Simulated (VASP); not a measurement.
A run of VASP 6.6.1:

File INCAR:

```
SYSTEM = Si2B3
PREC     = Accurate       ! precision mode
ENCUT    = 500            ! plane-wave cutoff, eV
EDIFF    = 1E-6           ! SCF threshold, eV
ISMEAR   = 0              ! smearing method
SIGMA    = 0.2            ! smearing width, eV
LREAL    = .FALSE.        ! projectors in reciprocal space
LASPH    = .TRUE.         ! aspherical terms in the spheres
NELM     = 120            ! most SCF steps
ALGO     = Normal         ! electronic algorithm
ISIF     = 2              ! what is computed and relaxed
LWAVE    = .FALSE.        ! write WAVECAR
LCHARG   = .TRUE.         ! write CHGCAR
GGA      = PE             ! functional
LELF     = .TRUE.         ! ELF
LVHAR    = .TRUE.       
NBANDS   = 16             ! bands
GGA_COMPAT= .FALSE.
```

The input KPOINTS:

```
Automatic mesh
0
G
  5 5 5
  0 0 0
```

The input POSCAR:

```
Si2B3
1.0
    2.0749888634      1.1979953789      3.6114046393
   -2.0749888634      1.1979953789      3.6114046393
    0.0000000000     -2.3959907577      3.6114046393
Si B
2 3
Direct
    0.0000000000      0.0000000000      0.0000000000
    0.5000000000      0.5000000000      0.5000000000
    0.5000000000      0.5000000000      0.0000000000
    0.0000000000      0.5000000000      0.5000000000
    0.5000000000      0.0000000000      0.5000000000
```

Potentials or basis: VASP PAW PBE potentials, release 64 (Si, B).

The run is started by

```console
$ cat potpaw_PBE.64/Si/POTCAR potpaw_PBE.64/B/POTCAR > POTCAR
$ mpirun -np 1 vasp_std > vasp.out
```

Hardware: 1 thread of AMD EPYC 7R13 Processor (Zen 3), with other jobs on the host.

**Question.** Estimate the wall time of this run.

**Answer.** Run time: 18 s on 1 thread of AMD EPYC 7R13 Processor (Zen 3), on a shared host, peak memory 0.14 GiB. Counts: scf iterations 12, k points 19.
